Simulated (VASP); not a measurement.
# B (Pm-3m) in VASP: further runs

B is run at these levels: PBE; tasks: relaxation of cell and atoms, single point.

Program: VASP 6.6.1. These are calculated values, not measurements. Logs are shortened: lines on timing, memory, paths and dates and some standing lists are left out, and cuts for length are marked.

## 1. The cell of the first run

The structure is cubic, space group Pm-3m (No. 221). The conventional cell has a = 2.972 Å, b = 2.972 Å, c = 2.972 Å, α = 90.00°, β = 90.00°, γ = 90.00°. B (site symmetry 4/mmm) has 8 B at 2.10 Å within 2.8 Å.

## 2. Relaxation of cell and atoms, PBE

File INCAR:

```
SYSTEM = B
  PREC = Accurate
  ENCUT = 600
  EDIFF = 1E-6
  ISMEAR = 0
  SIGMA = 0.1
  LREAL = .FALSE.
  LASPH = .TRUE.
  NELM = 60
  ALGO = Normal
  ISIF = 3
  LWAVE = .FALSE.
  LCHARG = .FALSE.
  GGA = PE
  IBRION = 2
  NSW = 90
  EDIFFG = -0.04
```

File KPOINTS:

```
regular mesh
0
G
  6 6 6
  0 0 0
```

File POSCAR:

```
B
1.0
    2.9716332700      0.0000000000      0.0000000000
    0.0000000000      2.9716332700      0.0000000000
    0.0000000000      0.0000000000      2.9716332700
B
3
Direct
    0.5000000000      0.0000000000      0.0000000000
    0.0000000000      0.5000000000      0.0000000000
    0.0000000000      0.0000000000      0.5000000000
```

Potentials or basis: VASP PAW PBE potentials, release 64 (B).

Launch:

```console
$ cat potpaw_PBE.64/B/POTCAR > POTCAR
$ mpirun -np 1 vasp_std > vasp.out
```

OUTCAR:

```text
SYSTEM = B
   PREC = Accurate
   ENCUT = 600
   EDIFF = 1E-6
   ISMEAR = 0
   LREAL = .FALSE.
   LASPH = .TRUE.
   NELM = 60
   ISIF = 3
   GGA = PE
   IBRION = 2
   NSW = 90
   EDIFFG = -0.04

 ion  position               nearest neighbor table
   1  0.500  0.000  0.000-   2 2.10   3 2.10   3 2.10   2 2.10   2 2.10   3 2.10   3 2.10   2 2.10

   2  0.000  0.500  0.000-   1 2.10   3 2.10   3 2.10   1 2.10   3 2.10   3 2.10   1 2.10   1 2.10

   3  0.000  0.000  0.500-   1 2.10   2 2.10   1 2.10   2 2.10   2 2.10   2 2.10   1 2.10   1 2.10

  LATTYP: Found a simple cubic cell.
 ALAT       =     2.9716332700

  Lattice vectors:

 A1 = (   2.9716332700,   0.0000000000,   0.0000000000)
 A2 = (   0.0000000000,   2.9716332700,   0.0000000000)
 A3 = (   0.0000000000,   0.0000000000,   2.9716332700)

Analysis of symmetry for initial positions (statically):
=====================================================================
 Subroutine PRICEL returns:
 Original cell was already a primitive cell.

 Routine SETGRP: Setting up the symmetry group for a
 simple cubic supercell.

 Subroutine GETGRP returns: Found 48 space group operations
 (whereof 48 operations were pure point group operations)
 out of a pool of 48 trial point group operations.

The static configuration has the point symmetry O_h .

Analysis of symmetry for dynamics (positions and initial velocities):
=====================================================================
 Subroutine PRICEL returns:
 Original cell was already a primitive cell.

 Routine SETGRP: Setting up the symmetry group for a
 simple cubic supercell.

 Subroutine GETGRP returns: Found 48 space group operations
 (whereof 48 operations were pure point group operations)
 out of a pool of 48 trial point group operations.

The dynamic configuration has the point symmetry O_h .

 Subroutine INISYM returns: Found 48 space group operations
 (whereof 48 operations are pure point group operations),
 and found     1 'primitive' translations

----------------------------------------------------------------------------------------

                                     Primitive cell

  volume of cell :      26.2413

  direct lattice vectors                    reciprocal lattice vectors
     2.971633270  0.000000000  0.000000000     0.336515279  0.000000000  0.000000000
     0.000000000  2.971633270  0.000000000     0.000000000  0.336515279  0.000000000
     0.000000000  0.000000000  2.971633270     0.000000000  0.000000000  0.336515279

  length of vectors
     2.971633270  2.971633270  2.971633270     0.336515279  0.336515279  0.336515279

  position of ions in fractional coordinates (direct lattice)
     0.500000000  0.000000000  0.000000000
     0.000000000  0.500000000  0.000000000
     0.000000000  0.000000000  0.500000000

  ion indices of the primitive-cell ions
   primitive index   ion index
                 1           1
                 2           2
                 3           3

----------------------------------------------------------------------------------------

 KPOINTS: regular mesh

Automatic generation of k-mesh.
 Grid dimensions read from file:
 generate k-points for:    6    6    6

 Generating k-lattice:

  Cartesian coordinates                     Fractional coordinates (reciprocal lattice)
     0.056085880  0.000000000  0.000000000     0.166666667  0.000000000  0.000000000
     0.000000000  0.056085880  0.000000000     0.000000000  0.166666667  0.000000000
     0.000000000  0.000000000  0.056085880     0.000000000  0.000000000  0.166666667

  Length of vectors
     0.056085880  0.056085880  0.056085880

  Shift w.r.t. Gamma in fractional coordinates (k-lattice)
     0.000000000  0.000000000  0.000000000

 Subroutine IBZKPT returns following result:
 ===========================================

 Found     20 irreducible k-points:

 Following reciprocal coordinates:
            Coordinates               Weight
  0.000000  0.000000  0.000000      1.000000
  0.166667  0.000000  0.000000      6.000000
  0.333333  0.000000  0.000000      6.000000
  0.500000  0.000000  0.000000      3.000000
  0.166667  0.166667  0.000000     12.000000
  0.333333  0.166667  0.000000     24.000000
[... 12 lines left out ...]
  0.500000  0.500000  0.333333      6.000000
  0.500000  0.500000  0.500000      1.000000
   k-points           NKPTS =     20   k-points in BZ     NKDIM =     20   number of bands    NBANDS=      8
   number of dos      NEDOS =    301   number of ions     NIONS =      3
   total plane-waves  NPLWV =  13824
   dimension x,y,z NGX =    24 NGY =   24 NGZ =   24
   dimension x,y,z NGXF=    48 NGYF=   48 NGZF=   48
   ions per type =               3
   NGX,Y,Z   is equivalent  to a cutoff of  13.43, 13.43, 13.43 a.u.
   NGXF,Y,Z  is equivalent  to a cutoff of  26.85, 26.85, 26.85 a.u.
 SYSTEM =  B
   PREC   = accura    normal or accurate (medium, high low for compatibility)
   ISTART =      0    job   : 0-new  1-cont  2-samecut
   ICHARG =      2    charge: 1-file 2-atom 10-const
   ISPIN  =      1    spin polarized calculation?
   LNONCOLLINEAR =      F non collinear calculations
   LSORBIT =      F    spin-orbit coupling
   LASPH  =      T    aspherical Exc in radial PAW
   ENCUT  =  600.0 eV  44.10 Ry    6.64 a.u.   5.94  5.94  5.94*2*pi/ulx,y,z
   NELM   =     60;   NELMIN=  2; NELMDL= -5     # of ELM steps
   EDIFF  = 0.1E-05   stopping-criterion for ELM
   LREAL  =      F    real-space projection
   EDIFFG = -.4E-01   stopping-criterion for IOM
   NSW    =     90    number of steps for IOM
   IBRION =      2    ionic relax: 0-MD 1-quasi-New 2-CG
   NFREE  =      1    steps in history (QN), initial steepest desc. (CG)
   ISIF   =      3    stress and relaxation
   ISYM   =      2    0-nonsym 1-usesym 2-fastsym
   POTIM  = 0.5000    time-step for ionic-motion
   TEBEG  =    0.0;   TEEND  =   0.0 temperature during run
   PSTRESS=    0.0 pullay stress
   NELECT =       9.0000    total number of electrons
   NUPDOWN=      -1.0000    fix difference up-down
   EMIN   =  10.00;   EMAX   =-10.00  energy-range for DOS
   EFERMI =   0.00;   METHOD = LEGACY
   ISMEAR =     0;   SIGMA  =   0.10  broadening in eV -4-tet -1-fermi 0-gaus
   EFERMI_NEDOS =   21; number of points for ismear=-14 and -15
   IALGO  =     38    algorithm
   IMIX   =      4    mixing-type and parameters
     AMIX     =   0.40;   BMIX     =  1.00
     AMIX_MAG =   1.60;   BMIX_MAG =  1.00
  volume/ion in A,a.u.               =       8.75        59.03
  Fermi-wavevector in a.u.,A,eV,Ry     =   1.145936  2.165506 17.866761  1.313170
  Thomas-Fermi vector in A             =   2.282623
   LORBIT       =      0    0 simple, 1 ext, 2 COOP (PROOUT), +10 PAW based schemes
   GGA     = PE    functional components
   LHFCALC =     F    Hartree Fock is set to
   AEXX    =    0.0000 exact exchange contribution
   IVDW    =     0    specifies the selected vdW correction
   LEPSILON=     F    determine dielectric tensor
   LRPA    =     F    only Hartree local field effects (RPA)
 conjugate gradient relaxation of ions
 non-spin polarized calculation
 Gauss-broadening in eV      SIGMA  =   0.10
  energy-cutoff  :      600.00
  volume of cell :       26.24
 maximum number of plane-waves:       912
 NGX is ok and might be reduce to    24
   NGX = 11   NGY = 11   NGZ = 11

--------------------------------------- Ionic step        1  -------------------------------------------

 number of electron       9.0000000 magnetization

 Free energy of the ion-electron system (eV)
  ---------------------------------------------------
  ext. energy  EPLUGINS =         0.00000000
  ---------------------------------------------------
  free energy    TOTEN  =       -16.69560764 eV

  energy without entropy =      -16.69403494  energy(sigma->0) =      -16.69482129

------------------------ aborting loop because EDIFF is reached ----------------------------------------

  FORCE on cell =-STRESS in cart. coord.  units (eV):
  Direction    XX          YY          ZZ          XY          YZ          ZX
  --------------------------------------------------------------------------------------
  -------------------------------------------------------------------------------------
  Total       -6.7521539     -6.7521539     -6.7521539      0.0000000     -0.0000000      0.0000000
  in kB     -412.2562773   -412.2562773   -412.2562773      0.0000000     -0.0000000      0.0000000
  external PRESSURE =    -412.2562773 kB  Pullay stress =       0.0000000 kB

 VOLUME and BASIS-vectors are now :
 -----------------------------------------------------------------------------
  energy-cutoff  :      600.00
  volume of cell :       26.24
      direct lattice vectors                 reciprocal lattice vectors
     2.971633270  0.000000000  0.000000000     0.336515279  0.000000000  0.000000000
     0.000000000  2.971633270  0.000000000     0.000000000  0.336515279  0.000000000
     0.000000000  0.000000000  2.971633270     0.000000000  0.000000000  0.336515279
[... 38 lines left out ...]
 POSITION                                       TOTAL-FORCE (eV/Angst)
 -----------------------------------------------------------------------------------
      1.32449      0.00000      0.00000        -0.000000     -0.000000      0.000000
      0.00000      1.32449      0.00000         0.000000      0.000000      0.000000
     -0.00000     -0.00000      1.32449         0.000000     -0.000000      0.000000
 -----------------------------------------------------------------------------------
    total drift:                                0.000000      0.000000     -0.000000

  FREE ENERGIE OF THE ION-ELECTRON SYSTEM (eV)
  ---------------------------------------------------
  free  energy   TOTEN  =       -17.6851531398 eV

  energy  without entropy=      -17.6786203827  energy(sigma->0) =      -17.68188676

--------------------------------------- Ionic step        3  -------------------------------------------

 number of electron       9.0000000 magnetization

 Free energy of the ion-electron system (eV)
  ---------------------------------------------------
  ext. energy  EPLUGINS =         0.00000000
  ---------------------------------------------------
  free energy    TOTEN  =       -17.73928154 eV

  energy without entropy =      -17.73480990  energy(sigma->0) =      -17.73704572

 E-fermi :   7.5272     XC(G=0): -12.3429

 val. band max:        7.3867415806   @ k =   0.5000   0.3333   0.3333
 cond. band min:       7.5966438812   @ k =   0.5000   0.1667   0.0000
 fundamental gap:      0.2099023006
 Fermi energy:         7.5271778275

 k-point     1 :       0.0000    0.0000    0.0000
  band No.  band energies     occupation
      1      -9.0571      2.00000
      2       4.1321      2.00000
      3       4.1321      2.00000
      4       4.1321      2.00000
      5      11.9959      0.00000
      6      11.9959      0.00000
      7      14.3465      0.00000
      8      17.7149      0.00000

 k-point     2 :       0.1667    0.0000    0.0000
  band No.  band energies     occupation
      1      -8.6184      2.00000
      2       1.8082      2.00000
      3       4.6073      2.00000
      4       4.6073      2.00000
      5      11.9470      0.00000
      6      13.0000      0.00000
      7      16.3520      0.00000
      8      16.3520      0.00000
[... 218 lines left out ...]
 POSITION                                       TOTAL-FORCE (eV/Angst)
 -----------------------------------------------------------------------------------
      1.35031      0.00000      0.00000         0.000000      0.000000     -0.000000
      0.00000      1.35031      0.00000        -0.000000     -0.000000     -0.000000
     -0.00000     -0.00000      1.35031        -0.000000      0.000000      0.000000
 -----------------------------------------------------------------------------------
    total drift:                                0.000000      0.000000     -0.000000

  FREE ENERGIE OF THE ION-ELECTRON SYSTEM (eV)
  ---------------------------------------------------
  free  energy   TOTEN  =       -17.7392815362 eV

  energy  without entropy=      -17.7348098973  energy(sigma->0) =      -17.73704572

 reached required accuracy - stopping structural energy minimisation
```

Wall time 12 s (1 thread of Intel Xeon Platinum 8259CL at 2.50GHz (Skylake/Cascade Lake), shared host); peak memory 0.13 GiB.

What came out:

```yaml
Free_energy: -17.7393 eV
Relaxed_volume: 6.57 Å³/atom
Relaxed_cell: a = 2.701 Å, b = 2.701 Å, c = 2.701 Å, α = 90.00°, β = 90.00°, γ = 90.00°
Space_group_after_relaxing_to_0.05_Å: Pm-3m (No. 221)
Energy_gained_by_relaxing: 347.9 meV/atom
Ionic_steps: 3
Pressure_after_relaxing: 0.3 GPa
```

The path:
```
step  energy change (eV)  largest force (eV/Å)  pressure (GPa)  volume (Å³)
   1              0.0000                0.0000          -41.23        26.24
   2             -0.9895                0.0000           15.95        18.59
   3             -1.0437                0.0000            0.33        19.70
```

Final structure:
```xyz
3
Lattice="2.7006 0.0000 0.0000 0.0000 2.7006 0.0000 0.0000 0.0000 2.7006" Properties=species:S:1:pos:R:3 pbc="T T T"
B     1.3503    0.0000    0.0000
B     0.0000    1.3503    0.0000
B     0.0000    0.0000    1.3503
```

Levels at points of the mesh, in eV from the Fermi level:
| k point | band 2 | band 3 | band 4 | band 5 | band 6 | band 7 |
| --- | --- | --- | --- | --- | --- | --- |
| (0.00, 0.00, 0.00) | -3.40 | -3.40 | -3.40 | 4.47 | 4.47 | 6.82 |
| (0.50, 0.00, 0.00) | -11.58 | -0.46 | -0.46 | 3.70 | 3.70 | 4.27 |
| (0.50, 0.50, 0.00) | -7.81 | -7.81 | -6.88 | 3.60 | 4.98 | 4.98 |
| (0.50, 0.50, 0.50) | -5.18 | -5.18 | -5.18 | -2.35 | -2.35 | -2.35 |

Caveat: the volume moved by over 15 % at a fixed basis, so the end points are rough.

## 3. Single point, PBE

This run uses another cell than the first one, of 6.53 Å³/atom, 0.747 times its volume.

File INCAR:

```
  PREC = Accurate
  ENCUT = 520
  EDIFF = 1E-6
  ISMEAR = 0
  SIGMA = 0.1
  LREAL = False
  LASPH = True
  NELM = 60
  ALGO = Normal
  ISIF = 2
  LWAVE = False
  LCHARG = True
  GGA = PE
  LELF = True
  LVHAR = True
  NBANDS = 12
```

File KPOINTS:

```
Automatic mesh
0
Gamma
  18 18 18
```

File POSCAR:

```
B
1.0
    2.6962021153      0.0000000000      0.0000000000
    0.0000000000      2.6962021153      0.0000000000
    0.0000000000      0.0000000000      2.6962021153
B
3
Direct
    0.5000000000      0.0000000000      0.0000000000
    0.0000000000      0.5000000000      0.0000000000
    0.0000000000      0.0000000000      0.5000000000
```

Potentials or basis: VASP PAW PBE potentials, release 64 (B).

Launch:

```console
$ cat potpaw_PBE.64/B/POTCAR > POTCAR
$ mpirun -np 1 vasp_std > vasp.out
```

It took 30 s on 1 thread of Intel Xeon Platinum 8259CL at 2.50GHz (Skylake/Cascade Lake), shared host; peak memory 0.14 GiB.

The run converged. Its results:

```
Free energy : -17.7743 eV
Pressure    : 0.0 GPa
```

Levels at points of the mesh, in eV from the Fermi level:
```tsv
k point	band 2	band 3	band 4	band 5	band 6	band 7
(0.00, 0.00, 0.00)	-3.65	-3.65	-3.65	4.25	4.25	6.58
(0.50, 0.00, 0.00)	-11.88	-0.70	-0.70	3.45	3.45	4.02
(0.50, 0.50, 0.00)	-8.09	-8.09	-7.18	3.39	4.75	4.75
(0.50, 0.50, 0.50)	-5.46	-5.46	-5.46	-2.58	-2.58	-2.58
```

## 4. Relaxation of cell and atoms, PBE

This run uses another cell than the first one, of 6.58 Å³/atom, 0.752 times its volume.

File INCAR:

```
SYSTEM = B
PREC = Accurate ; ENCUT = 600
EDIFF = 1E-6 ; ISMEAR = 0
SIGMA = 0.1 ; LREAL = .FALSE.
LASPH = .TRUE. ; NELM = 100
ALGO = Normal ; ISIF = 3
LWAVE = .FALSE. ; LCHARG = .FALSE.
GGA = PE ; IBRION = 2
NSW = 100 ; EDIFFG = -0.01
```

File KPOINTS:

```
Automatic mesh
0
G
  18 18 18
  0 0 0
```

File POSCAR:

```
B
1.0
    2.7027274672      0.0000000000      0.0000000000
    0.0000000000      2.7027274672      0.0000000000
    0.0000000000      0.0000000000      2.7027274672
B
3
Direct
    0.5000000000      0.0000000000      0.0000000000
    0.0000000000      0.5000000000      0.0000000000
    0.0000000000      0.0000000000      0.5000000000
```

Launch:

```console
$ cat potpaw_PBE.64/B/POTCAR > POTCAR
$ mpirun -np 1 vasp_std > vasp.out
```

Run time: 46 s. Hardware: 1 thread of Intel Xeon Platinum 8259CL at 2.50GHz (Skylake/Cascade Lake), shared host; peak memory 0.15 GiB.

It converged, with:

```yaml
Free_energy: -17.7780 eV
Relaxed_volume: 6.53 Å³/atom
Relaxed_cell: a = 2.696 Å, b = 2.696 Å, c = 2.696 Å, α = 90.00°, β = 90.00°, γ = 90.00°
Space_group_after_relaxing_to_0.05_Å: Pm-3m (No. 221)
Energy_gained_by_relaxing: 0.3 meV/atom
Ionic_steps: 3
Pressure_after_relaxing: 0.0 GPa
```

Step by step:
| step | energy change (eV) | largest force (eV/Å) | pressure (GPa) | volume (Å³) |
| --- | --- | --- | --- | --- |
| 1 | 0.0000 | 0.0000 | -1.83 | 19.74 |
| 2 | -0.0007 | 0.0000 | 0.87 | 19.53 |
| 3 | -0.0009 | 0.0000 | 0.01 | 19.60 |

Final structure:
```yaml
crystal:
  lattice:
    - [2.69599, 0.00000, 0.00000]
    - [0.00000, 2.69599, 0.00000]
    - [0.00000, 0.00000, 2.69599]
  atoms:
    - { symbol: B, position: [0.50000, 0.00000, 0.00000] }
    - { symbol: B, position: [0.00000, 0.50000, 0.00000] }
    - { symbol: B, position: [0.00000, 0.00000, 0.50000] }
```

Levels at points of the mesh, in eV from the Fermi level:
| k point | band 1 | band 2 | band 3 | band 4 | band 5 | band 6 | band 7 | band 8 |
| --- | --- | --- | --- | --- | --- | --- | --- | --- |
| (0.00, 0.00, 0.00) | -16.88 | -3.65 | -3.65 | -3.65 | 4.25 | 4.25 | 6.58 | 9.98 |
| (0.50, 0.00, 0.00) | -13.64 | -11.88 | -0.70 | -0.70 | 3.45 | 3.45 | 4.02 | 6.10 |
| (0.50, 0.50, 0.00) | -11.09 | -8.09 | -8.09 | -7.18 | 3.39 | 4.75 | 4.75 | 9.99 |
| (0.50, 0.50, 0.50) | -9.64 | -5.46 | -5.46 | -5.46 | -2.58 | -2.58 | -2.58 | 4.90 |

## 5. Summary

| task | cell | k mesh | cutoff (eV) | gap on the mesh (eV) | pressure (GPa) | relaxed volume (Å³/atom) |
| --- | --- | --- | --- | --- | --- | --- |
| relaxation of cell and atoms | relaxed from a = 2.972 Å, 3 atoms | 6 × 6 × 6 | 600 | none | 0.3 | 6.57 |
| single point | a = 2.696 Å, 3 atoms | 18 × 18 × 18 | 520 | none | 0.0 | - |
| relaxation of cell and atoms | relaxed from a = 2.703 Å, 3 atoms | 18 × 18 × 18 | 600 | none | 0.0 | 6.53 |

Alike in all rows: level PBE; potentials or basis VASP PAW PBE potentials, release 64 (B); no spin polarisation; smearing gaussian 0.1 eV.

Caveats: the volume moved by over 15 % at a fixed basis, so the end points are rough (some runs).

Absolute energies hang on the potentials; compare differences alone.
